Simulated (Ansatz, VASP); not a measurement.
HfO2 in VASP and in Ansatz

File POSCAR:

```
HfO2
1.0
    0.0191812500      2.5575000000      2.5575000000
    2.5575000000      0.0191812500      2.5575000000
    2.5766812500      2.5766812500      0.0000000000
Hf O
1 2
Direct
    0.0000000000      0.0000000000      0.0000000000
    0.2500000000      0.2500000000      0.2500000000
    0.7500000000      0.7500000000      0.7500000000
```

The input INCAR.step1:

```
PREC     = Accurate       # precision mode
ENCUT    = 520            # plane-wave cutoff, eV
ISMEAR   = 0              # smearing method
SIGMA    = 0.05           # smearing width, eV
LREAL    = False          # projectors in reciprocal space
LASPH    = True           # aspherical terms in the spheres
NELM     = 60             # most SCF steps
NBANDS   = 18             # bands
GGA      = PE             # functional
ALGO     = Normal         # electronic algorithm
EDIFF    = 1E-4           # SCF threshold, eV
LWAVE    = True           # write WAVECAR
LCHARG   = False          # write CHGCAR
```

The input INCAR.step2:

```
PREC     = Accurate       # precision mode
ENCUT    = 520            # plane-wave cutoff, eV
EDIFF    = 1E-7           # SCF threshold, eV
ISMEAR   = 0              # smearing method
SIGMA    = 0.05           # smearing width, eV
LREAL    = False          # projectors in reciprocal space
LASPH    = True           # aspherical terms in the spheres
NELM     = 60             # most SCF steps
ALGO     = Normal         # electronic algorithm
ISIF     = 2              # what is computed and relaxed
LWAVE    = False          # write WAVECAR
LCHARG   = False          # write CHGCAR
METAGGA  = R2SCAN         # meta-GGA
LMIXTAU  = True         
NBANDS   = 18             # bands
ISTART   = 1
```

The input KPOINTS:

```
regular mesh
0
Gamma
  8 8 8
```

Input for Ansatz:

```yaml
crystal:
  lattice:
    - [0.01918125, 2.5575, 2.5575]
    - [2.5575, 0.01918125, 2.5575]
    - [2.57668125, 2.57668125, 0.0]
  atoms:
    - { symbol: Hf, position: [0.0, 0.0, 0.0] }
    - { symbol: O, position: [0.25, 0.25, 0.25] }
    - { symbol: O, position: [0.75, 0.75, 0.75] }
basis:
  ecutwfc: 500
kpoints:
  mp_grid: { grid: [8, 8, 8] }
hamiltonian:
  xc: r2scan
scf:
  occupations: { method: gaussian, width: 0.05 }
output:
  forces: true
  stress: true
  eigenvalues: true
  write_density: true
  write_potential: true
  elf: true
  volumetric_format: npy
```

Change from the starting cell: strain +0.0150 x Voigt [0, 0, 0, 0, 0, 1], atoms carried along.

Alike in both runs: task single point; functional r2SCAN; k mesh 8 × 8 × 8; occupations gaussian, width 0.05 eV; no spin polarisation.

|  | VASP | Ansatz |
| --- | --- | --- |
| version | VASP 6.6.1 | Ansatz 0.2.0 |
| potentials or method | VASP PAW PBE potentials, release 64 (Hf_pv, O), cutoff 520 eV | scalar-relativistic, plane waves, PAW |
| valence electrons in the cell | 22 | 38 |

Ansatz gave:

| Property | Result |
| --- | --- |
| gap on the k mesh at the Fermi level (eV) | 4.21 |
| least direct gap on the mesh (eV) | 4.21 |
| pressure (GPa) | -8.4 |
| traceless stress, the component that is largest in VASP (GPa) | -1.24 |
| rms of the force components (eV/Å) | 0.040 |

Task: What did VASP give for the same quantities?

Result: gap on the k mesh at the Fermi level (eV): 4.22; least direct gap on the mesh (eV): 4.22; pressure (GPa): -12.0; traceless stress, the component that is largest in VASP (GPa): -1.14; rms of the force components (eV/Å): 0.035.

VASP's potentials were made for PBE, not for r2SCAN. Atom by atom the forces differ by 0.006 eV/Å (rms over components). With one functional, cell and mesh, what is left measures potentials, basis and numerics. VASP's potentials hold 22 valence electrons a cell and Ansatz's 38, so a difference there can come from the potentials and not from the codes.

Neither program's run includes spin-orbit coupling.
